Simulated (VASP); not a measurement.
Crystal: Ni.

```
CELL_PARAMETERS angstrom
2.49176 0.00000 0.00000
-1.24588 2.15792 0.00000
0.00000 0.00000 4.06904
ATOMIC_POSITIONS crystal
Ni 0.33333 0.66667 0.25000
Ni 0.66667 0.33333 0.75000
```

| Quantity | Value |
| --- | --- |
| Program | VASP 6.6.1 |
| Task | relaxation of cell and atoms |
| Functional | RPBE |
| Potentials or basis | VASP PAW PBE potentials, release 64 (Ni) |
| Cutoff | 600 eV |
| k mesh | 14 × 14 × 8 |
| Occupations | fermi-dirac, width 0.05 eV |
| Spin | collinear spin, antiferromagnetic start |
| Starting moments | [0.8, -0.8] μB |

At the start: pressure 4.6 GPa; volume 10.94 Å³/atom.

Question: How do energy, volume and symmetry change on relaxing?

Answer: Over 6 steps the energy falls by 4.6 meV/atom and the volume is 11.21 Å³/atom (+2.5 %); space group P6_3/mmc (No. 194, to 0.05 Å); moment 0.00 μB per cell.

Step by step:
```csv
step,energy change (eV),largest force (eV/Å),pressure (GPa),volume (Å³)
1,0.0000,0.0000,4.59,21.88
2,-0.0041,0.0000,-3.35,22.89
3,-0.0086,0.0000,-0.20,22.45
4,-0.0090,0.0000,-0.09,22.44
5,-0.0091,0.0000,0.04,22.42
6,-0.0091,0.0000,0.05,22.43
```

Final structure:
```
Ni
1.0
     2.50212    0.00000    0.00000
    -1.25106    2.16690    0.00000
     0.00000    0.00000    4.13694
Ni
2
Direct
  0.33333 0.66667 0.25000
  0.66667 0.33333 0.75000
```

Caveat: the PAW data sets were made with another functional, which shifts forces and pressure a little.
